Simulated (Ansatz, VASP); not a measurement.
# One calculation of P, two programs

```
CELL_PARAMETERS angstrom
4.74318 0.00000 0.00000
0.00000 3.37416 0.00000
0.00000 0.00000 27.81958
ATOMIC_POSITIONS crystal
P 0.09590 0.00000 0.37851
P 0.40410 0.50000 0.37851
P 0.59590 0.50000 0.30447
P 0.90410 0.00000 0.30447
```

Change from the starting cell: hydrostatic strain +2.5%.

Alike in both runs: task single point; functional PBE; k mesh 6 × 8 × 1; occupations fermi-dirac, width 0.02 eV; no spin polarisation.

|  | VASP | Ansatz |
| --- | --- | --- |
| version | VASP 6.6.1 | Ansatz 0.2.0 |
| potentials or method | VASP PAW PBE potentials, release 64 (P) | plane waves, PAW |
| plane-wave cutoff (eV) | 520 | 420 |
| valence electrons in the cell | 20 | 20 |

Ansatz gave:

| Quantity | Value |
| --- | --- |
| gap on the k mesh at the Fermi level (eV) | 1.14 |
| rms of the force components (eV/Å) | 0.129 |

What did VASP give for the same quantities?

gap on the k mesh at the Fermi level (eV): 1.16; rms of the force components (eV/Å): 0.105.

Atom by atom the forces differ by 0.026 eV/Å (rms over components). With one functional, cell and mesh, what is left measures potentials, basis and numerics.
